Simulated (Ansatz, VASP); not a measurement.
## Two plane-wave programs on InSe

Contents of INCAR:

```
ALGO = Normal
EDIFF = 1E-6
EDIFFG = -0.05
ENCUT = 600
GGA = PE
IBRION = 2
ISIF = 3
ISMEAR = 0
LASPH = T
LCHARG = F
LREAL = F
LWAVE = F
NELM = 100
NSW = 100
PREC = Accurate
SIGMA = 0.1
```

KPOINTS

```
k-points
0
Gamma
  6 6 2
```

File POSCAR:

```
InSe
1.0
    4.0499987506      0.0000000000      0.0000000000
   -2.0249993753      3.5074018033      0.0000000000
    0.0000000000      0.0000000000     16.9300000000
In Se
4 4
Direct
    0.3333333333      0.6666666667      0.1570000000
    0.6666666667      0.3333333333      0.6570000000
    0.3333333333      0.6666666667      0.3430000000
    0.6666666667      0.3333333333      0.8430000000
    0.3333333333      0.6666666667      0.6020000000
    0.6666666667      0.3333333333      0.1020000000
    0.3333333333      0.6666666667      0.8980000000
    0.6666666667      0.3333333333      0.3980000000
```

Input for Ansatz:

```yaml
crystal:
  lattice:
    - [4.05, 0.0, 0.0]
    - [-2.025, 3.5074028853, 0.0]
    - [0.0, 0.0, 16.93]
  atoms:
    - { symbol: In, position: [0.3333333333, 0.6666666667, 0.157] }
    - { symbol: In, position: [0.6666666667, 0.3333333333, 0.657] }
    - { symbol: In, position: [0.3333333333, 0.6666666667, 0.343] }
    - { symbol: In, position: [0.6666666667, 0.3333333333, 0.843] }
    - { symbol: Se, position: [0.3333333333, 0.6666666667, 0.602] }
    - { symbol: Se, position: [0.6666666667, 0.3333333333, 0.102] }
    - { symbol: Se, position: [0.3333333333, 0.6666666667, 0.898] }
    - { symbol: Se, position: [0.6666666667, 0.3333333333, 0.398] }
basis:
  ecutwfc: 420
kpoints:
  mp_grid: { grid: [6, 6, 2] }
hamiltonian:
  xc: pbe
scf:
  occupations: { method: gaussian, width: 0.1 }
output:
  forces: true
  stress: true
  eigenvalues: true
relax:
  adjacent_minimum: "off"
  f_tol: 0.05
  max_steps: 80
  cell: { stress_tol: 0.5 }
```

Alike in both runs: task relaxation of cell and atoms; functional PBE; k mesh 6 × 6 × 2; occupations gaussian, width 0.1 eV; no spin polarisation.

|  | VASP | Ansatz |
| --- | --- | --- |
| version | VASP 6.6.1 | Ansatz 0.2.0 |
| potentials or method | VASP PAW PBE potentials, release 64 (In_d, Se), cutoff 600 eV | scalar-relativistic, plane waves, PAW |
| valence electrons in the cell | 76 | 116 |

```tsv
	VASP	Ansatz	Ansatz less VASP
gap on the k mesh at the Fermi level, each at its own relaxed structure (eV)	0.63	0.69	+0.058
relaxed volume (Å³/atom)	32.89	33.33	+0.440
relaxed cell length with the largest relative difference (Å)	18.199	18.387	+0.1879
```

VASP's potentials hold 76 valence electrons a cell and Ansatz's 116, so a difference there can come from the potentials and not from the codes.
